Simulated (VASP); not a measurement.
# CsI (Pm-3m) in VASP: further runs, part 2 of 3

VASP 6.6.1. The steps go on from the part before.

### Step 3. Relaxation of cell and atoms, LDA

INCAR reads:

```
  ALGO = Normal
  EDIFF = 1E-7
  EDIFFG = -0.005
  ENCUT = 500
  GGA_COMPAT = False
  IBRION = 2
  ISIF = 3
  ISMEAR = -1
  LASPH = True
  LCHARG = False
  LREAL = False
  LWAVE = False
  NELM = 120
  NELMIN = 4
  NSW = 80
  PREC = Accurate
  SIGMA = 0.02
```

KPOINTS reads:

```
k-points
0
Gamma
  6 6 6
```

POSCAR reads:

```
CsI
1.0
    4.6660134192      0.0000000000      0.0000000000
    0.0000000000      4.6660134192      0.0000000000
    0.0000000000      0.0000000000      4.6660134192
Cs I
1 1
Direct
    0.0000000000      0.0000000000      0.0000000000
    0.5000000000      0.5000000000      0.5000000000
```

Potentials or basis: VASP PAW LDA potentials, release 64 (Cs_sv, I).

Run with:

```sh
$ cat potpaw_LDA.64/Cs_sv/POTCAR potpaw_LDA.64/I/POTCAR > POTCAR
$ mpirun -np 1 vasp_std > vasp.out
```

OUTCAR:

```text
EDIFF = 1E-7
   EDIFFG = -0.005
   ENCUT = 500
   IBRION = 2
   ISIF = 3
   ISMEAR = -1
   LASPH = True
   LREAL = False
   NELM = 120
   NELMIN = 4
   NSW = 80
   PREC = Accurate

 ion  position               nearest neighbor table
   1  0.000  0.000  0.000-
   2  0.500  0.500  0.500-

  LATTYP: Found a simple cubic cell.
 ALAT       =     4.6660134192

  Lattice vectors:

 A1 = (   4.6660134192,   0.0000000000,   0.0000000000)
 A2 = (   0.0000000000,   4.6660134192,   0.0000000000)
 A3 = (   0.0000000000,   0.0000000000,   4.6660134192)

Analysis of symmetry for initial positions (statically):
=====================================================================
 Subroutine PRICEL returns:
 Original cell was already a primitive cell.

 Routine SETGRP: Setting up the symmetry group for a
 simple cubic supercell.

 Subroutine GETGRP returns: Found 48 space group operations
 (whereof 48 operations were pure point group operations)
 out of a pool of 48 trial point group operations.

The static configuration has the point symmetry O_h .

Analysis of symmetry for dynamics (positions and initial velocities):
=====================================================================
 Subroutine PRICEL returns:
 Original cell was already a primitive cell.

 Routine SETGRP: Setting up the symmetry group for a
 simple cubic supercell.

 Subroutine GETGRP returns: Found 48 space group operations
 (whereof 48 operations were pure point group operations)
 out of a pool of 48 trial point group operations.

The dynamic configuration has the point symmetry O_h .

 Subroutine INISYM returns: Found 48 space group operations
 (whereof 48 operations are pure point group operations),
 and found     1 'primitive' translations

----------------------------------------------------------------------------------------

                                     Primitive cell

  volume of cell :     101.5870

  direct lattice vectors                    reciprocal lattice vectors
     4.666013419  0.000000000  0.000000000     0.214315715  0.000000000  0.000000000
     0.000000000  4.666013419  0.000000000     0.000000000  0.214315715  0.000000000
     0.000000000  0.000000000  4.666013419     0.000000000  0.000000000  0.214315715

  length of vectors
     4.666013419  4.666013419  4.666013419     0.214315715  0.214315715  0.214315715

  position of ions in fractional coordinates (direct lattice)
     0.000000000  0.000000000  0.000000000
     0.500000000  0.500000000  0.500000000

  ion indices of the primitive-cell ions
   primitive index   ion index
                 1           1
                 2           2

----------------------------------------------------------------------------------------

 KPOINTS: k-points

Automatic generation of k-mesh.
 Grid dimensions read from file:
 generate k-points for:    6    6    6

 Generating k-lattice:

  Cartesian coordinates                     Fractional coordinates (reciprocal lattice)
     0.035719286  0.000000000  0.000000000     0.166666667  0.000000000  0.000000000
     0.000000000  0.035719286  0.000000000     0.000000000  0.166666667  0.000000000
     0.000000000  0.000000000  0.035719286     0.000000000  0.000000000  0.166666667

  Length of vectors
     0.035719286  0.035719286  0.035719286

  Shift w.r.t. Gamma in fractional coordinates (k-lattice)
     0.000000000  0.000000000  0.000000000

 Subroutine IBZKPT returns following result:
 ===========================================

 Found     20 irreducible k-points:

 Following reciprocal coordinates:
            Coordinates               Weight
  0.000000  0.000000  0.000000      1.000000
  0.166667  0.000000  0.000000      6.000000
  0.333333  0.000000  0.000000      6.000000
  0.500000  0.000000  0.000000      3.000000
  0.166667  0.166667  0.000000     12.000000
  0.333333  0.166667  0.000000     24.000000
[... 12 lines left out ...]
  0.500000  0.500000  0.333333      6.000000
  0.500000  0.500000  0.500000      1.000000
   k-points           NKPTS =     20   k-points in BZ     NKDIM =     20   number of bands    NBANDS=     12
   number of dos      NEDOS =    301   number of ions     NIONS =      2
   total plane-waves  NPLWV =  46656
   dimension x,y,z NGX =    36 NGY =   36 NGZ =   36
   dimension x,y,z NGXF=    72 NGYF=   72 NGZF=   72
   ions per type =               1   1
   NGX,Y,Z   is equivalent  to a cutoff of  12.83, 12.83, 12.83 a.u.
   NGXF,Y,Z  is equivalent  to a cutoff of  25.65, 25.65, 25.65 a.u.
 SYSTEM =  unknown system
   PREC   = accura    normal or accurate (medium, high low for compatibility)
   ISTART =      0    job   : 0-new  1-cont  2-samecut
   ICHARG =      2    charge: 1-file 2-atom 10-const
   ISPIN  =      1    spin polarized calculation?
   LNONCOLLINEAR =      F non collinear calculations
   LSORBIT =      F    spin-orbit coupling
   LASPH  =      T    aspherical Exc in radial PAW
   ENCUT  =  500.0 eV  36.75 Ry    6.06 a.u.   8.51  8.51  8.51*2*pi/ulx,y,z
   NELM   =    120;   NELMIN=  4; NELMDL= -5     # of ELM steps
   EDIFF  = 0.1E-06   stopping-criterion for ELM
   LREAL  =      F    real-space projection
   EDIFFG = -.5E-02   stopping-criterion for IOM
   NSW    =     80    number of steps for IOM
   IBRION =      2    ionic relax: 0-MD 1-quasi-New 2-CG
   NFREE  =      1    steps in history (QN), initial steepest desc. (CG)
   ISIF   =      3    stress and relaxation
   ISYM   =      2    0-nonsym 1-usesym 2-fastsym
   POTIM  = 0.5000    time-step for ionic-motion
   TEBEG  =    0.0;   TEEND  =   0.0 temperature during run
   PSTRESS=    0.0 pullay stress
   NELECT =      16.0000    total number of electrons
   NUPDOWN=      -1.0000    fix difference up-down
   EMIN   =  10.00;   EMAX   =-10.00  energy-range for DOS
   EFERMI =   0.00;   METHOD = LEGACY
   ISMEAR =    -1;   SIGMA  =   0.02  broadening in eV -4-tet -1-fermi 0-gaus
   EFERMI_NEDOS =   21; number of points for ismear=-14 and -15
   IALGO  =     38    algorithm
   IMIX   =      4    mixing-type and parameters
     AMIX     =   0.40;   BMIX     =  1.00
     AMIX_MAG =   1.60;   BMIX_MAG =  1.00
  volume/ion in A,a.u.               =      50.79       342.77
  Fermi-wavevector in a.u.,A,eV,Ry     =   0.884102  1.670710 10.634798  0.781636
  Thomas-Fermi vector in A             =   2.004957
   LORBIT       =      0    0 simple, 1 ext, 2 COOP (PROOUT), +10 PAW based schemes
   GGA     = CA    functional components
   LHFCALC =     F    Hartree Fock is set to
   AEXX    =    0.0000 exact exchange contribution
   IVDW    =     0    specifies the selected vdW correction
   LEPSILON=     F    determine dielectric tensor
   LRPA    =     F    only Hartree local field effects (RPA)
 conjugate gradient relaxation of ions
 non-spin polarized calculation
  energy-cutoff  :      500.00
  volume of cell :      101.59
 maximum number of plane-waves:      2601
 NGX is ok and might be reduce to    36
   NGX = 17   NGY = 17   NGZ = 17

--------------------------------------- Ionic step        1  -------------------------------------------

 number of electron      15.9999999 magnetization

 Free energy of the ion-electron system (eV)
  ---------------------------------------------------
  ext. energy  EPLUGINS =         0.00000000
  ---------------------------------------------------
  free energy    TOTEN  =        -6.07810590 eV

  energy without entropy =       -6.07810590  energy(sigma->0) =       -6.07810590

------------------------ aborting loop because EDIFF is reached ----------------------------------------

  FORCE on cell =-STRESS in cart. coord.  units (eV):
  Direction    XX          YY          ZZ          XY          YZ          ZX
  --------------------------------------------------------------------------------------
  -------------------------------------------------------------------------------------
  Total       -1.1764945     -1.1764945     -1.1764945     -0.0000000      0.0000000      0.0000000
  in kB      -18.5550669    -18.5550669    -18.5550669     -0.0000000      0.0000000      0.0000000
  external PRESSURE =     -18.5550669 kB  Pullay stress =       0.0000000 kB
[... 89 lines left out ...]
  FREE ENERGIE OF THE ION-ELECTRON SYSTEM (eV)
  ---------------------------------------------------
  free  energy   TOTEN  =        -6.1874630665 eV

  energy  without entropy=       -6.1874630665  energy(sigma->0) =       -6.18746307

[... ionic steps 4 to 15 ...]

--------------------------------------- Ionic step       16  -------------------------------------------

 number of electron      15.9999997 magnetization

------------------------ aborting loop because EDIFF is reached ----------------------------------------
[... 67 lines left out ...]
--------------------------------------- Ionic step       18  -------------------------------------------

 number of electron      15.9999997 magnetization

 Free energy of the ion-electron system (eV)
  ---------------------------------------------------
  ext. energy  EPLUGINS =         0.00000000
  ---------------------------------------------------
  free energy    TOTEN  =        -6.18810668 eV

  energy without entropy =       -6.18810668  energy(sigma->0) =       -6.18810668

 E-fermi :   1.8295     XC(G=0):  -8.5147

 val. band max:        1.3441427274   @ k =   0.5000   0.5000   0.0000
 cond. band min:       5.1238911851   @ k =   0.0000   0.0000   0.0000
 fundamental gap:      3.7797484578
 Fermi energy:         1.8295339437

 k-point     1 :       0.0000    0.0000    0.0000
  band No.  band energies     occupation
      1     -18.8926      2.00000
      2      -9.5507      2.00000
      3      -5.5747      2.00000
      4      -5.5747      2.00000
      5      -5.5747      2.00000
      6       1.2806      2.00000
      7       1.2806      2.00000
      8       1.2806      2.00000
      9       5.1239      0.00000
     10       5.1239      0.00000
     11       5.2692      0.00000
     12       9.2432      0.00000
[... 312 lines left out ...]
  FREE ENERGIE OF THE ION-ELECTRON SYSTEM (eV)
  ---------------------------------------------------
  free  energy   TOTEN  =        -6.1881066778 eV

  energy  without entropy=       -6.1881066778  energy(sigma->0) =       -6.18810668

 reached required accuracy - stopping structural energy minimisation
```

OSZICAR:

```text
N       E                     dE             d eps       ncg     rms          rms(c)
DAV:   1     0.895146015045E+02    0.89515E+02   -0.58444E+03   480   0.104E+03
DAV:   2     0.772149482195E+00   -0.88742E+02   -0.82878E+02   772   0.159E+02
DAV:   3    -0.614799356670E+01   -0.69201E+01   -0.69037E+01   620   0.526E+01
[... 122 lines left out ...]
DAV:   2    -0.618812072686E+01    0.50536E-04   -0.71293E-05   492   0.504E-02    0.154E-02
DAV:   3    -0.618810696030E+01    0.13767E-04   -0.43570E-05   500   0.368E-02    0.904E-03
DAV:   4    -0.618810681771E+01    0.14259E-06   -0.57205E-07   492   0.538E-03    0.672E-03
DAV:   5    -0.618810668391E+01    0.13380E-06   -0.26982E-07   516   0.314E-03    0.784E-04
DAV:   6    -0.618810667782E+01    0.60883E-08   -0.22617E-08   264   0.100E-03
  18 F= -.61881067E+01 E0= -.61881067E+01  d E =-.151767E-04
```

CONTCAR:

```text
CsI
   1.00000000000000
     4.4087824033612044    0.0000000000000000   -0.0000000000000000
    -0.0000000000000000    4.4087824033612044    0.0000000000000000
     0.0000000000000000   -0.0000000000000000    4.4087824033612044
  Cs              I
     1     1
Direct
     0.0000000000000000    1.0000000000000000    0.0000000000000000
     0.5000000000000000    0.5000000000000000    0.5000000000000000

  0.00000000E+00  0.00000000E+00  0.00000000E+00
  0.00000000E+00  0.00000000E+00  0.00000000E+00
```

It took 63 s on 1 thread of Intel Xeon Platinum 8488C (Sapphire Rapids), shared host; peak memory 0.19 GiB.

Results:

- Free energy: -6.1881 eV
- Relaxed volume: 42.85 Å³/atom
- Relaxed cell: a = 4.409 Å, b = 4.409 Å, c = 4.409 Å, α = 90.00°, β = 90.00°, γ = 90.00°
- Space group after relaxing (to 0.1 Å): Pm-3m (No. 221)
- Energy gained by relaxing: 55.0 meV/atom
- Ionic steps: 18
- Pressure after relaxing: 0.0 GPa
- Band gap on the k mesh: 3.78 eV (least direct gap 3.84 eV)

The path:
```
step  energy change (eV)  largest force (eV/Å)  pressure (GPa)  volume (Å³)
   1              0.0000                0.0000           -1.86       101.59
   2             -0.0808                0.0000           -1.14        93.18
   3             -0.1094                0.0000           -0.19        86.72
   4             -0.1100                0.0000            0.03        85.55
   5             -0.1100                0.0000           -0.03        85.85
   6             -0.1100                0.0000           -0.03        85.85
   7             -0.1100                0.0000           -0.03        85.84
   8             -0.1100                0.0000           -0.03        85.84
   9             -0.1100                0.0000           -0.03        85.84
  10             -0.1100                0.0000           -0.03        85.84
  11             -0.1100                0.0000           -0.03        85.84
  12             -0.1100                0.0000           -0.03        85.84
  13             -0.1100                0.0000           -0.03        85.84
  14             -0.1100                0.0000           -0.03        85.84
  15             -0.1100                0.0000           -0.03        85.83
  16             -0.1100                0.0000           -0.03        85.81
  17             -0.1100                0.0000           -0.02        85.77
  18             -0.1100                0.0000            0.00        85.70
```

Final structure:
```cif
data_structure
_symmetry_space_group_name_H-M 'P 1'
_symmetry_Int_Tables_number 1
_cell_length_a 4.4088
_cell_length_b 4.4088
_cell_length_c 4.4088
_cell_angle_alpha 90.000
_cell_angle_beta 90.000
_cell_angle_gamma 90.000
_cell_volume 85.70
loop_
_atom_site_label
_atom_site_type_symbol
_atom_site_fract_x
_atom_site_fract_y
_atom_site_fract_z
_atom_site_occupancy
Cs1 Cs 0.00000 0.00000 0.00000 1
I1 I 0.50000 0.50000 0.50000 1
```

Caveat: the volume moved by over 15 % at a fixed basis, so the end points are rough; spin-orbit coupling is left out, which moves the levels of the heavy elements. Zero-point motion and thermal expansion aren't in these numbers.

(Part 2 of 3 ends here.)
